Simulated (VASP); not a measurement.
Write the native input for VASP 6.6.1 that does the following.

```yaml
Task: single point
Functional: PBE
Potentials_or_basis: VASP PAW PBE potentials, release 64 (Cu, O)
Cutoff: 600 eV
k_mesh: 2 × 2 × 2
Occupations: gaussian, width 0.01 eV
Spin: no spin polarisation
Dipole_correction: no
Further_INCAR_settings: ALGO = Normal; EDIFF = 1e-06; NBANDS = 37
```

The structure of Cu2O lies in POSCAR:

```
Cu2O
1.0
    4.2700000000      0.0000000000      0.0000000000
    0.0000000000      4.2700000000      0.0000000000
    0.0000000000      0.0000000000      4.2700000000
Cu O
4 2
Direct
    0.2500000000      0.2500000000      0.2500000000
    0.2500000000      0.7500000000      0.7500000000
    0.7500000000      0.2500000000      0.7500000000
    0.7500000000      0.7500000000      0.2500000000
    0.0000000000      0.0000000000      0.0000000000
    0.5000000000      0.5000000000      0.5000000000
```

One way to write it, as run:

INCAR

```
PREC     = Accurate       # precision mode
ENCUT    = 600            # plane-wave cutoff, eV
EDIFF    = 1E-6           # SCF threshold, eV
ISMEAR   = 0              # smearing method
SIGMA    = 0.01           # smearing width, eV
LREAL    = F              # projectors in reciprocal space
LASPH    = T              # aspherical terms in the spheres
NELM     = 120            # most SCF steps
ALGO     = Normal         # electronic algorithm
ISIF     = 2              # what is computed and relaxed
LWAVE    = F              # write WAVECAR
LCHARG   = F              # write CHGCAR
GGA      = PE             # functional
NBANDS   = 37             # bands
GGA_COMPAT= F
```

KPOINTS

```
regular mesh
0
Gamma
  2 2 2
```

Potentials or basis: VASP PAW PBE potentials, release 64 (Cu, O).

Launch:

```console
$ cat potpaw_PBE.64/Cu/POTCAR potpaw_PBE.64/O/POTCAR > POTCAR
$ mpirun -np 1 vasp_std > vasp.out
```

Results of the run:

```
Pressure               : 5.2 GPa
Band gap on the k mesh : 0.53 eV, direct
```

Caveat: the k points lie up to 0.74 Å⁻¹ apart.

Wall time 39 s on 1 thread of Intel Xeon 8259CL, with other jobs on the host, peak memory 0.2 GiB.
